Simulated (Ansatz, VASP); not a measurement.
# Ge2Sb2Se in VASP and in Ansatz

File INCAR:

```
PREC     = Accurate       # precision mode
ENCUT    = 520            # plane-wave cutoff, eV
EDIFF    = 1E-6           # SCF threshold, eV
ISMEAR   = 0              # smearing method
SIGMA    = 0.1            # smearing width, eV
LREAL    = F              # projectors in reciprocal space
LASPH    = T              # aspherical terms in the spheres
NELM     = 100            # most SCF steps
ALGO     = Normal         # electronic algorithm
ISIF     = 2              # what is computed and relaxed
LWAVE    = F              # write WAVECAR
LCHARG   = F              # write CHGCAR
GGA      = PE             # functional
NBANDS   = 30             # bands
```

Contents of KPOINTS:

```
regular mesh
0
Gamma
  6 6 2
```

Contents of POSCAR:

```
Ge2Sb2Se
1.0
    4.0215525200      0.0000000000      0.0000000000
   -2.0107762600      3.4827666500      0.0000000000
    0.0000000000      0.0000000000      9.8194182100
Ge Sb Se
2 2 1
Direct
    0.3333333300      0.6666666700      0.3453400100
    0.6666666700      0.3333333300      0.6546599900
    0.3333333300      0.6666666700      0.8444100000
    0.6666666700      0.3333333300      0.1555900000
    0.0000000000      0.0000000000      0.5000000000
```

Input for Ansatz:

```yaml
crystal:
  lattice:
    - [4.02155252, 0.0, 0.0]
    - [-2.01077626, 3.48276665, 0.0]
    - [0.0, 0.0, 9.81941821]
  atoms:
    - { symbol: Ge, position: [0.33333333, 0.66666667, 0.34534001] }
    - { symbol: Ge, position: [0.66666667, 0.33333333, 0.65465999] }
    - { symbol: Sb, position: [0.33333333, 0.66666667, 0.84441] }
    - { symbol: Sb, position: [0.66666667, 0.33333333, 0.15559] }
    - { symbol: Se, position: [0.0, 0.0, 0.5] }
basis:
  ecutwfc: 420
kpoints:
  mp_grid: { grid: [6, 6, 2] }
hamiltonian:
  xc: pbe
scf:
  occupations: { method: gaussian, width: 0.1 }
  lower_state_search: "off"
output:
  forces: true
  stress: true
  eigenvalues: true
```

Change from the starting cell: species swapped into the La2GeI2 type (P-3m1, No. 164).

Alike in both runs: task single point; functional PBE; k mesh 6 × 6 × 2; occupations gaussian, width 0.1 eV; no spin polarisation.

|  | VASP | Ansatz |
| --- | --- | --- |
| version | VASP 6.6.1 | Ansatz 0.2.0 |
| potentials or method | VASP PAW PBE potentials, release 64 (Ge_d, Sb, Se), cutoff 520 eV | scalar-relativistic, plane waves, PAW |
| valence electrons in the cell | 44 | 74 |

```csv
,VASP,Ansatz,Ansatz less VASP
gap on the k mesh at the Fermi level (eV),none,none,-
pressure (GPa),-3.5,-3.5,+0.01
"traceless stress, the component that is largest in VASP (GPa)",2.28,2.29,+0.009
rms of the force components (eV/Å),0.377,0.374,-0.0028
```

Atom by atom the forces differ by 0.003 eV/Å (rms over components). A gap of «none» marks a metal or a gap that the smearing closes. The functional is the same, so the differences come from potentials, cutoffs and numerics. VASP's potentials hold 44 valence electrons a cell and Ansatz's 74, so a difference there can come from the potentials and not from the codes.

Neither program's run includes spin-orbit coupling.
